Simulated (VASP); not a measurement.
Set up this calculation in VASP 6.6.1, as the native input.

```
Task                   : single point
Functional             : PBE
Potentials or basis    : VASP PAW PBE potentials, release 64 (Li_sv, K_sv, F)
Cutoff                 : 520 eV
k mesh                 : 8 × 8 × 8
Occupations            : gaussian, width 0.01 eV
Spin                   : no spin polarisation
Dipole correction      : no
Further INCAR settings : ALGO = Normal; EDIFF = 1e-06; NBANDS = 21
```

The structure of KLiF2 lies in POSCAR:

```
KLiF2
1.0
    1.6652037172      0.9614058144      5.7009297144
   -1.6652037172      0.9614058144      5.7009297144
    0.0000000000     -1.9228116288      5.7009297144
Li K F
1 1 2
Direct
    1.0000000000      0.0000000000      0.0000000000
    0.5000000000      0.5000000000      0.5000000000
    0.2680733507      0.2680733507      0.2680733507
    0.7319266493      0.7319266493      0.7319266493
```

The input as run:

INCAR

```
  PREC = Accurate
  ENCUT = 520
  EDIFF = 1E-6
  ISMEAR = 0
  SIGMA = 0.01
  LREAL = False
  LASPH = True
  NELM = 80
  ALGO = Normal
  ISIF = 2
  LWAVE = False
  LCHARG = True
  GGA = PE
  LELF = True
  LVHAR = True
  NBANDS = 21
```

KPOINTS

```
regular mesh
0
Gamma
  8 8 8
```

Potentials or basis: VASP PAW PBE potentials, release 64 (Li_sv, K_sv, F).

The run is started by

```bash
$ cat potpaw_PBE.64/Li_sv/POTCAR potpaw_PBE.64/K_sv/POTCAR potpaw_PBE.64/F/POTCAR > POTCAR
$ mpirun -np 1 vasp_std > vasp.out
```

Results of the run:

```json
{"Largest force": "0.027 eV/Å", "Band gap on the k mesh": "6.42 eV"}
```

Run time: 4.2 min on 1 thread of Intel Xeon 8259CL, with other jobs on the host, peak memory 0.36 GiB.
